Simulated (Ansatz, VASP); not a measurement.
**Two plane-wave programs on BAs**

Contents of INCAR:

```
PREC = Accurate
ENCUT = 520
EDIFF = 1E-8
ISMEAR = -1
SIGMA = 0.05
LREAL = False
LASPH = True
NELM = 60
ALGO = Normal
ISIF = 2
LWAVE = False
LCHARG = False
LEFG = True
NBANDS = 11
```

KPOINTS

```
regular mesh
0
Gamma
  13 13 13
```

Contents of POSCAR:

```
BAs
1.0
    0.0000000000      2.3724693156      2.3724693156
    2.3724693156      0.0000000000      2.3724693156
    2.3724693156      2.3724693156      0.0000000000
B As
1 1
Direct
    0.0000000000      0.0000000000      0.0000000000
    0.7500000000      0.7500000000      0.7500000000
```

Input for Ansatz:

```yaml
crystal:
  lattice:
    - [0.0, 2.3724693156, 2.3724693156]
    - [2.3724693156, 0.0, 2.3724693156]
    - [2.3724693156, 2.3724693156, 0.0]
  atoms:
    - { symbol: B, position: [0.0, 0.0, 0.0] }
    - { symbol: As, position: [0.75, 0.75, 0.75] }
kpoints:
  mp_grid: { grid: [13, 13, 13] }
scf:
  occupations: { method: fermi_dirac, width: 0.05 }
hamiltonian:
  xc: lda
  pseudopotentials: { kind: paw }
output:
  forces: true
  stress: true
  eigenvalues: true
  efg: { contact_densities: true }
```

Change from the starting cell: volume scaled by 0.98, PAW files.

Alike in both runs: task electric field gradients; functional LDA; k mesh 13 × 13 × 13; occupations fermi-dirac, width 0.05 eV; no spin polarisation.

```csv
,VASP,Ansatz
version,VASP 6.6.1,Ansatz 0.2.0
potentials or method,"VASP PAW LDA potentials, release 64 (B, As)","PAW with Ansatz's default frozen-core files, scalar-relativistic"
plane-wave cutoff (eV),520,420
valence electrons in the cell,8,18
```

|  | VASP | Ansatz | Ansatz less VASP |
| --- | --- | --- | --- |
| pressure (GPa) | -0.2 | -1.2 | -0.92 |

LDA's correlation is that of Perdew and Zunger in VASP and of Perdew and Wang (1992) in Ansatz. VASP's potentials hold 8 valence electrons a cell and Ansatz's 18, so a difference there can come from the potentials and not from the codes.
